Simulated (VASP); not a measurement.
# Au (Cmcm) in VASP: notebook

Runs on Au. Level: PBEsol. Tasks: single point.

Program: VASP 6.6.1. These are calculated values, not measurements. Logs are shortened: lines on timing, memory, paths and dates and some standing lists are left out, and cuts for length are marked.

### 1 The cell of the first run

Symmetry: Cmcm, No. 63, orthorhombic system. The conventional cell has a = 2.764 Å, b = 4.933 Å, c = 4.858 Å, α = 90.00°, β = 90.00°, γ = 90.00°. Au (site symmetry m2m) has 12 Au at 2.76 to 2.92 Å within 3.6 Å.

### 2 Single point, PBEsol (biaxial strain in the a-b plane: -2.0 %)

Contents of INCAR:

```
ALGO = Fast ; EDIFF = 1E-6
ENCUT = 520 ; GGA = PS
ISIF = 2 ; ISMEAR = 0
LASPH = True ; LCHARG = False
LREAL = False ; LWAVE = False
NBANDS = 30 ; NELM = 60
PREC = Accurate ; SIGMA = 0.1
```

Contents of KPOINTS:

```
k-points
0
Gamma
  18 10 12
```

Contents of POSCAR:

```
Au
1.0
    2.7636294627      0.0000000000      0.0000000000
    0.0000000000      4.9333260740      0.0000000000
    0.0000000000      0.0000000000      4.8582856821
Au
4
Direct
    0.0000000000      0.3364777174      0.7500000000
    0.5000000000      0.1635222826      0.2500000000
    0.5000000000      0.8364777174      0.7500000000
    0.0000000000      0.6635222826      0.2500000000
```

Potentials or basis: VASP PAW PBE potentials, release 64 (Au).

Command:

```console
> cat potpaw_PBE.64/Au/POTCAR > POTCAR
> mpirun -np 1 vasp_std > vasp.out
```

OUTCAR:

```text
EDIFF = 1E-6
   ENCUT = 520
   GGA = PS
   ISIF = 2
   ISMEAR = 0
   LASPH = True
   LREAL = False
   NELM = 60
   PREC = Accurate

 ion  position               nearest neighbor table
   1  0.000  0.336  0.750-   3 2.83   3 2.83   3 2.83   3 2.83   4 2.92   4 2.92   2 2.92   2 2.92
                             2 2.92   2 2.92
   2  0.500  0.164  0.250-   4 2.83   4 2.83   4 2.83   4 2.83   3 2.92   3 2.92   1 2.92   1 2.92
                             1 2.92   1 2.92
   3  0.500  0.836  0.750-   1 2.83   1 2.83   1 2.83   1 2.83   2 2.92   2 2.92   4 2.92   4 2.92
                             4 2.92   4 2.92
   4  0.000  0.664  0.250-   2 2.83   2 2.83   2 2.83   2 2.83   1 2.92   1 2.92   3 2.92   3 2.92
                             3 2.92   3 2.92

  LATTYP: Found a simple orthorhombic cell.
 ALAT       =     2.7636294627
 B/A-ratio  =     1.7579367088
 C/A-ratio  =     1.7850895500

  Lattice vectors:

 A1 = (  -2.7636294627,   0.0000000000,   0.0000000000)
 A2 = (   0.0000000000,   0.0000000000,   4.8582856821)
 A3 = (   0.0000000000,   4.9333260740,   0.0000000000)

Analysis of symmetry for initial positions (statically):
=====================================================================
 Subroutine PRICEL returns following result:

  LATTYP: Found a base centered orthorhombic cell.
 ALAT       =     2.7636294627
 B/A-ratio  =     1.7850895500
 C/A-ratio  =     1.7579367088

  Lattice vectors:

 A1 = (  -1.3818147313,   2.4666630370,   0.0000000000)
 A2 = (  -1.3818147313,  -2.4666630370,   0.0000000000)
 A3 = (   0.0000000000,   0.0000000000,   4.8582856821)

   2 primitive cells build up your supercell.

 Routine SETGRP: Setting up the symmetry group for a
 simple orthorhombic supercell.

 Subroutine GETGRP returns: Found  8 space group operations
 (whereof  4 operations were pure point group operations)
 out of a pool of  8 trial point group operations.

The static configuration has the point symmetry C_2h.
 The point group associated with its full space group is D_2h.

Analysis of symmetry for dynamics (positions and initial velocities):
=====================================================================
 Subroutine PRICEL returns following result:

  LATTYP: Found a base centered orthorhombic cell.
 ALAT       =     2.7636294627
 B/A-ratio  =     1.7850895500
 C/A-ratio  =     1.7579367088

  Lattice vectors:

 A1 = (  -1.3818147313,   2.4666630370,   0.0000000000)
 A2 = (  -1.3818147313,  -2.4666630370,   0.0000000000)
 A3 = (   0.0000000000,   0.0000000000,   4.8582856821)

   2 primitive cells build up your supercell.

 Routine SETGRP: Setting up the symmetry group for a
 simple orthorhombic supercell.

 Subroutine GETGRP returns: Found  8 space group operations
 (whereof  4 operations were pure point group operations)
 out of a pool of  8 trial point group operations.

The dynamic configuration has the point symmetry C_2h.
 The point group associated with its full space group is D_2h.

 Subroutine INISYM returns: Found  8 space group operations
 (whereof  4 operations are pure point group operations),
 and found     2 'primitive' translations

----------------------------------------------------------------------------------------

                                     Primitive cell

  volume of cell :      33.1187

  direct lattice vectors                    reciprocal lattice vectors
    -1.381814731  2.466663037  0.000000000    -0.361843009  0.202703001  0.000000000
    -1.381814731 -2.466663037  0.000000000    -0.361843009 -0.202703001  0.000000000
     0.000000000  0.000000000  4.858285682     0.000000000  0.000000000  0.205833923

  length of vectors
     2.827337704  2.827337704  4.858285682     0.414751576  0.414751576  0.205833923

  position of ions in fractional coordinates (direct lattice)
     0.336477717  0.663522283  0.750000000
     0.663522283  0.336477717  0.250000000

  ion indices of the primitive-cell ions
   primitive index   ion index
                 1           1
                 2           4

----------------------------------------------------------------------------------------

 KPOINTS: k-points

Automatic generation of k-mesh.
 Grid dimensions read from file:
 generate k-points for:   18   10   12

 Generating k-lattice:

  Cartesian coordinates                     Fractional coordinates (reciprocal lattice)
     0.020102389  0.000000000  0.000000000     0.055555556  0.000000000  0.000000000
     0.000000000  0.020270300  0.000000000     0.000000000  0.100000000  0.000000000
     0.000000000  0.000000000  0.017152827     0.000000000  0.000000000  0.083333333

  Length of vectors
     0.020102389  0.020270300  0.017152827

  Shift w.r.t. Gamma in fractional coordinates (k-lattice)
     0.000000000  0.000000000  0.000000000

 Subroutine IBZKPT returns following result:
 ===========================================

 Found    420 irreducible k-points:

 Following reciprocal coordinates:
[... 67 lines left out ...]
   NGX = 11   NGY = 19   NGZ = 19

 number of electron      43.9999992 magnetization

 Free energy of the ion-electron system (eV)
  ---------------------------------------------------
  ext. energy  EPLUGINS =         0.00000000
  ---------------------------------------------------
  free energy    TOTEN  =       -15.61972361 eV

  energy without entropy =      -15.61582306  energy(sigma->0) =      -15.61777333

 E-fermi :   9.7791     XC(G=0): -13.0525

 val. band max:        9.7769743794   @ k =   0.5000   0.4000   0.3333
 cond. band min:       9.7925018000   @ k =   0.5000   0.5000   0.4167
 fundamental gap:      0.0155274206
 Fermi energy:         9.7790809612

 k-point     1 :       0.0000    0.0000    0.0000
  band No.  band energies     occupation
      1      -0.4706      2.00000
      2       1.9550      2.00000
      3       2.4836      2.00000
      4       2.5865      2.00000
      5       3.2304      2.00000
      6       4.5322      2.00000
[... 22 lines left out ...]
     29      21.0656      0.00000
     30      21.1008      0.00000

 k-point     2 :       0.0556    0.0000    0.0000
  band No.  band energies     occupation
      1      -0.3892      2.00000
      2       2.0276      2.00000
      3       2.5623      2.00000
      4       2.6675      2.00000
      5       3.2455      2.00000
      6       4.5495      2.00000
[... 22 lines left out ...]
     29      20.7888      0.00000
     30      21.1145      0.00000

 k-point     3 :       0.1111    0.0000    0.0000
  band No.  band energies     occupation
      1      -0.1493      2.00000
      2       2.2359      2.00000
      3       2.7898      2.00000
      4       2.8984      2.00000
      5       3.2871      2.00000
      6       4.5687      2.00000
[... 22 lines left out ...]
     29      20.0852      0.00000
     30      21.2370      0.00000

 k-point     4 :       0.1667    0.0000    0.0000
  band No.  band energies     occupation
      1       0.2362      2.00000
      2       2.5511      2.00000
      3       3.1369      2.00000
      4       3.2369      2.00000
      5       3.3439      2.00000
      6       4.5107      2.00000
[... 22 lines left out ...]
     29      19.4216      0.00000
     30      21.3638      0.00000

 k-point     5 :       0.2222    0.0000    0.0000
  band No.  band energies     occupation
      1       0.7454      2.00000
      2       2.9266      2.00000
      3       3.3960      2.00000
      4       3.5483      2.00000
      5       3.5997      2.00000
      6       4.3573      2.00000
[... 22 lines left out ...]
     29      19.1039      0.00000
     30      21.3805      0.00000
[... 526 lines left out ...]
     29      21.7345      0.00000
     30      22.0712      0.00000

 k-point    22 :       0.0556    0.2000    0.0000
  band No.  band energies     occupation
      1      -0.0700      2.00000
      2       2.2932      2.00000
      3       2.5067      2.00000
      4       2.7306      2.00000
      5       3.4296      2.00000
      6       4.4241      2.00000
[... 22 lines left out ...]
     29      21.4966      0.00000
     30      22.1353      0.00000

 k-point    23 :       0.1111    0.2000    0.0000
  band No.  band energies     occupation
      1       0.1620      2.00000
      2       2.4846      2.00000
      3       2.7614      2.00000
      4       2.9402      2.00000
      5       3.4568      2.00000
      6       4.4185      2.00000
[... 22 lines left out ...]
     29      21.1763      0.00000
     30      22.3061      0.00000

 k-point    24 :       0.1667    0.2000    0.0000
  band No.  band energies     occupation
      1       0.5296      2.00000
      2       2.7470      2.00000
      3       3.1359      2.00000
      4       3.2545      2.00000
      5       3.4856      2.00000
      6       4.4054      2.00000
[... 22 lines left out ...]
     29      21.1601      0.00000
     30      22.5261      0.00000

 [... further k-points ...]

------------------------ aborting loop because EDIFF is reached ----------------------------------------

  FORCE on cell =-STRESS in cart. coord.  units (eV):
  Direction    XX          YY          ZZ          XY          YZ          ZX
  --------------------------------------------------------------------------------------
  -------------------------------------------------------------------------------------
  Total        3.4164268      2.3378202      1.0709683      0.0000000      0.0000000      0.0000000
  in kB       82.6380409     56.5482290     25.9050535      0.0000000      0.0000000      0.0000000
  external PRESSURE =      55.0304411 kB  Pullay stress =       0.0000000 kB

 VOLUME and BASIS-vectors are now :
 -----------------------------------------------------------------------------
  energy-cutoff  :      520.00
  volume of cell :       66.24
      direct lattice vectors                 reciprocal lattice vectors
     2.763629463  0.000000000  0.000000000     0.361843009  0.000000000  0.000000000
     0.000000000  4.933326074  0.000000000     0.000000000  0.202703001  0.000000000
     0.000000000  0.000000000  4.858285682     0.000000000  0.000000000  0.205833923

 POSITION                                       TOTAL-FORCE (eV/Angst)
 -----------------------------------------------------------------------------------
      0.00000      1.65995      3.64371         0.000000      0.001674     -0.000000
      1.38181      0.80671      1.21457         0.000000     -0.001674      0.000000
      1.38181      4.12662      3.64371        -0.000000      0.001674     -0.000000
      0.00000      3.27337      1.21457         0.000000     -0.001674      0.000000
 -----------------------------------------------------------------------------------
    total drift:                                0.000000     -0.000000     -0.000000

  FREE ENERGIE OF THE ION-ELECTRON SYSTEM (eV)
  ---------------------------------------------------
  free  energy   TOTEN  =       -15.6197236060 eV

  energy  without entropy=      -15.6158230579  energy(sigma->0) =      -15.61777333
```

It took 4.8 min on 1 thread of AMD EPYC 9R45 (Zen 5), shared host; peak memory 0.62 GiB.

What came out:

```
Free energy            : -15.6197 eV
Pressure               : 5.5 GPa
Band gap on the k mesh : zero (bands 22 and 23 overlap by 4.60 eV)
```

Levels at points of the mesh, in eV from the Fermi level:
```csv
k point,band 19,band 20,band 21,band 22,band 23,band 24,band 25,band 26
"(0.00, 0.00, 0.00)",-2.01,-1.83,-1.65,-1.58,0.35,1.53,2.40,5.48
"(0.50, 0.00, 0.00)",-1.93,-1.93,0.27,0.27,4.64,4.64,5.88,5.88
"(0.00, 0.50, 0.00)",-3.14,-3.14,-2.06,-2.06,2.49,2.49,2.99,2.99
"(0.50, 0.50, 0.00)",-1.60,-1.60,0.46,0.46,1.92,1.92,5.70,5.70
"(0.00, 0.00, 0.50)",-2.48,-2.48,-1.72,-1.72,0.13,0.13,3.98,3.98
"(0.50, 0.00, 0.50)",-1.95,-1.95,1.21,1.21,1.21,1.21,7.00,7.00
"(0.00, 0.50, 0.50)",-2.66,-2.66,-2.16,-2.16,-2.16,-2.16,10.29,10.29
"(0.50, 0.50, 0.50)",-1.66,-1.66,0.47,0.47,0.47,0.47,4.33,4.33
```

Caveat: the cell differs from its parent crystal (biaxial strain in the a-b plane: -2.0 %); the stress differs along the axes, from 3 to 8 GPa; the PAW data sets were made with another functional, which shifts forces and pressure a little; spin-orbit coupling is left out, which moves the levels of the heavy elements.

### 3 Single point, PBEsol (16.02 Å³/atom)

Contents of INCAR:

```
PREC     = Accurate       # precision mode
ENCUT    = 520            # plane-wave cutoff, eV
EDIFF    = 1E-7           # SCF threshold, eV
ISMEAR   = 0              # smearing method
SIGMA    = 0.1            # smearing width, eV
LREAL    = F              # projectors in reciprocal space
LASPH    = T              # aspherical terms in the spheres
NELM     = 100            # most SCF steps
ALGO     = Fast           # electronic algorithm
ISIF     = 2              # what is computed and relaxed
LWAVE    = F              # write WAVECAR
LCHARG   = T              # write CHGCAR
GGA      = PS             # functional
LELF     = T              # ELF
LVHAR    = T            
NBANDS   = 18             # bands
```

Contents of KPOINTS:

```
regular mesh
0
Gamma
  16 16 10
```

Contents of POSCAR:

```
Au
1.0
    1.3881289784     -2.4594396560      0.0000000000
    1.3881289784      2.4594396560      0.0000000000
    0.0000000000      0.0000000000      4.6910697790
Au
2
Direct
    0.6638053664      0.3361946336      0.2500000000
    0.3361946336      0.6638053664      0.7500000000
```

Potentials or basis: VASP PAW PBE potentials, release 64 (Au).

Command:

```console
> cat potpaw_PBE.64/Au/POTCAR > POTCAR
> mpirun -np 1 vasp_std > vasp.out
```

Run time: 2.9 min. Hardware: 1 thread of Intel Xeon 6975P-C, shared host; peak memory 0.32 GiB.

The run converged. Its results:

```
Free energy            : -7.7566 eV
Pressure               : 12.4 GPa
Band gap on the k mesh : zero (bands 11 and 12 overlap by 6.85 eV)
```

Levels at points of the mesh, in eV from the Fermi level:
```tsv
k point	band 8	band 9	band 10	band 11	band 12	band 13	band 14	band 15
(0.00, 0.00, 0.00)	-3.86	-3.69	-2.23	-2.19	-1.45	3.09	14.46	15.82
(0.50, 0.00, 0.00)	-1.94	-1.86	-1.66	0.41	1.84	6.01	7.55	8.00
(0.50, 0.50, 0.00)	-1.92	-1.90	-1.68	0.35	1.54	5.88	7.57	7.64
(0.00, 0.00, 0.50)	-4.79	-2.78	-2.78	-2.67	-2.67	11.17	11.17	14.85
(0.50, 0.00, 0.50)	-2.57	-1.73	-1.73	0.40	0.40	4.42	4.42	13.65
(0.50, 0.50, 0.50)	-2.48	-1.78	-1.78	0.12	0.12	4.18	4.18	13.34
```

Caveat: the cell stands under pressure; the PAW data sets were made with another functional, which shifts forces and pressure a little; spin-orbit coupling is left out, which moves the levels of the heavy elements.

### 4 Single point, PBEsol (16.53 Å³/atom)

Changes to INCAR since step 3:

```diff
@@ -2,3 +2,3 @@
 ENCUT    = 520            # plane-wave cutoff, eV
-EDIFF    = 1E-7           # SCF threshold, eV
+EDIFF    = 1E-6           # SCF threshold, eV
 ISMEAR   = 0              # smearing method
@@ -7,3 +7,3 @@
 LASPH    = T              # aspherical terms in the spheres
-NELM     = 100            # most SCF steps
+NELM     = 80             # most SCF steps
 ALGO     = Fast           # electronic algorithm
```

Contents of KPOINTS:

```
Automatic mesh
0
Gamma
  16 16 10
```

Contents of POSCAR:

```
Au
1.0
    1.3994780237     -2.4884696273      0.0000000000
    1.3994780237      2.4884696273      0.0000000000
    0.0000000000      0.0000000000      4.7455148659
Au
2
Direct
    0.6637276735      0.3362723265      0.2500000000
    0.3362723265      0.6637276735      0.7500000000
```

Command:

```console
> cat potpaw_PBE.64/Au/POTCAR > POTCAR
> mpirun -np 1 vasp_std > vasp.out
```

Wall time 2.4 min (1 thread of Intel Xeon 6975P-C, shared host); peak memory 0.33 GiB.

The run converged. Its results:

| Item | Value |
| --- | --- |
| Free energy | -7.8134 eV |
| Pressure | 5.5 GPa |
| Band gap on the k mesh | zero (bands 11 and 12 overlap by 6.70 eV) |

Levels at points of the mesh, in eV from the Fermi level:
```tsv
k point	band 7	band 8	band 9	band 10	band 11	band 12	band 13	band 14	band 15	band 16
(0.00, 0.00, 0.00)	-4.20	-3.73	-3.55	-2.19	-2.15	-1.30	2.91	14.50	15.80	16.83
(0.50, 0.00, 0.00)	-3.80	-1.92	-1.83	-1.64	0.42	1.79	5.92	7.43	7.76	10.16
(0.50, 0.50, 0.00)	-3.99	-1.90	-1.88	-1.67	0.33	1.45	5.76	7.37	7.42	10.88
(0.00, 0.00, 0.50)	-4.58	-4.58	-2.72	-2.72	-2.60	-2.60	10.92	10.92	14.87	14.87
(0.50, 0.00, 0.50)	-2.48	-2.48	-1.71	-1.71	0.48	0.48	4.26	4.26	13.50	13.50
(0.50, 0.50, 0.50)	-2.40	-2.40	-1.77	-1.77	0.18	0.18	3.98	3.98	13.17	13.17
```

Caveat: the cell stands under pressure; the PAW data sets were made with another functional, which shifts forces and pressure a little; spin-orbit coupling is left out, which moves the levels of the heavy elements.

### 5 Overview

| cell | k mesh | further INCAR settings | gap on the mesh (eV) | pressure (GPa) |
| --- | --- | --- | --- | --- |
| a = 2.764, b = 4.933, c = 4.858 Å, 4 atoms, atomic positions A | 18 × 10 × 12 | ALGO = Fast; EDIFF = 1e-06; NBANDS = 30 | none | 5.5 |
| a = 2.824, b = 2.824, c = 4.691 Å, angles 90.0, 90.0, 121.1°, 2 atoms, atomic positions B | 16 × 16 × 10 | ALGO = Fast; EDIFF = 1e-07; NBANDS = 18 | none | 12.4 |
| a = 2.855, b = 2.855, c = 4.746 Å, angles 90.0, 90.0, 121.3°, 2 atoms, atomic positions C | 16 × 16 × 10 | ALGO = Fast; EDIFF = 1e-06; NBANDS = 18 | none | 5.5 |

Alike in all rows: task single point; level PBEsol; potentials or basis VASP PAW PBE potentials, release 64 (Au); no spin polarisation; cutoff (eV) 520; smearing gaussian 0.1 eV.

Caveats: the PAW data sets were made with another functional, which shifts forces and pressure a little; spin-orbit coupling is left out, which moves the levels of the heavy elements; the cell stands under pressure (at least some runs); the stress differs along the axes, from 3 to 8 GPa (at least some runs).

Absolute energies hang on the potentials; compare differences alone.

The gap in the log of VASP goes by the Fermi energy; the results here count the filled bands.